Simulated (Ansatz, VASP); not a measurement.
# TiO2 in VASP and in Ansatz

```
Ti O
1.0
     4.59125    0.00000    0.00000
     0.00000    4.59125    0.00000
     0.00000    0.00000    2.93899
Ti O
2 4
Direct
  0.00000 0.00000 0.94896
  0.50000 0.50000 0.50000
  0.30444 0.30444 0.00000
  0.19556 0.80444 0.50000
  0.69556 0.69556 0.00000
  0.80444 0.19556 0.50000
```

Alike in both runs: task single point; functional PBEsol; k mesh 6 × 6 × 10; occupations gaussian, width 0.05 eV; no spin polarisation.

|  | VASP | Ansatz |
| --- | --- | --- |
| version | VASP 6.6.1 | Ansatz 0.2.0 |
| potentials or method | VASP PAW PBE potentials, release 64 (Ti_sv, O), cutoff 520 eV | scalar-relativistic, plane waves, PAW |
| valence electrons in the cell | 48 | 48 |

Ansatz gave:

* gap on the k mesh at the Fermi level (eV): 1.99
* least direct gap on the mesh (eV): 2.07
* pressure (GPa): 1.7
* traceless stress, the component that is largest in VASP (GPa): -1.62
* rms of the force components (eV/Å): 0.176

Task: Estimate VASP's values.

Result: gap on the k mesh at the Fermi level (eV): 1.96; least direct gap on the mesh (eV): 2.05; pressure (GPa): 2.4; traceless stress, the component that is largest in VASP (GPa): -1.67; rms of the force components (eV/Å): 0.199.

VASP's potentials were made for PBE, not for PBEsol. Atom by atom the forces differ by 0.025 eV/Å (rms over components).
